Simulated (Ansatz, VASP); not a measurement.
# Two plane-wave programs on AlN

File POSCAR:

```
AlN
1.0
    3.1110021516      0.0000000000      0.0000000000
   -1.5555010758      2.6942068945      0.0000000000
    0.0000000000      0.0000000000      4.9780000000
Al N
2 2
Direct
    0.3333333333      0.6666666667     -0.0156428106
    0.6666666667      0.3333333333      0.4843571894
    0.3333333333      0.6666666667      0.4151325834
    0.6666666667      0.3333333333      0.9151325834
```

INCAR.step1

```
PREC = Accurate
ENCUT = 520
ISMEAR = 0
SIGMA = 0.05
LREAL = F
LASPH = T
NELM = 80
NBANDS = 16
GGA = PE
ALGO = Normal
EDIFF = 1E-4
LWAVE = T
LCHARG = F
```

Contents of INCAR.step2:

```
PREC = Accurate
ENCUT = 520
EDIFF = 1E-6
ISMEAR = 0
SIGMA = 0.05
LREAL = F
LASPH = T
NELM = 80
ALGO = Normal
ISIF = 2
LWAVE = F
LCHARG = F
METAGGA = R2SCAN
LMIXTAU = T
NBANDS = 16
ISTART = 1
```

Contents of KPOINTS:

```
Automatic mesh
0
Gamma
  12 12 6
```

Input for Ansatz:

```yaml
crystal:
  lattice:
    - [3.1110021516, 0.0, 0.0]
    - [-1.5555010758, 2.6942068945, 0.0]
    - [0.0, 0.0, 4.978]
  atoms:
    - { symbol: Al, position: [0.3333333333, 0.6666666667, -0.0156428106] }
    - { symbol: Al, position: [0.6666666667, 0.3333333333, 0.4843571894] }
    - { symbol: "N", position: [0.3333333333, 0.6666666667, 0.4151325834] }
    - { symbol: "N", position: [0.6666666667, 0.3333333333, 0.9151325834] }
basis:
  ecutwfc: 500
kpoints:
  mp_grid: { grid: [12, 12, 6] }
hamiltonian:
  xc: r2scan
scf:
  occupations: { method: gaussian, width: 0.05 }
output:
  forces: true
  stress: true
  eigenvalues: true
```

Change from the starting cell: mode 7 (591.5 1/cm) frozen in, largest displacement +0.150 Å.

Alike in both runs: task single point; functional r2SCAN; k mesh 12 × 12 × 6; occupations gaussian, width 0.05 eV; no spin polarisation.

```csv
,VASP,Ansatz
version,VASP 6.6.1,Ansatz 0.2.0
potentials or method,"VASP PAW PBE potentials, release 64 (Al, N), cutoff 520 eV","scalar-relativistic, plane waves, PAW"
valence electrons in the cell,16,16
```

|  | VASP | Ansatz | Ansatz less VASP |
| --- | --- | --- | --- |
| gap on the k mesh at the Fermi level (eV) | 4.06 | 4.02 | -0.034 |
| least direct gap on the mesh (eV) | 4.06 | 4.02 | -0.034 |
| pressure (GPa) | 2.5 | 2.8 | +0.31 |
| traceless stress, the component that is largest in VASP (GPa) | -13.89 | -13.68 | +0.206 |
| rms of the force components (eV/Å) | 0.835 | 0.824 | -0.0102 |

VASP's potentials were made for PBE, not for r2SCAN. Atom by atom the forces differ by 0.010 eV/Å (rms over components). The functional is the same, so the differences come from potentials, cutoffs and numerics.
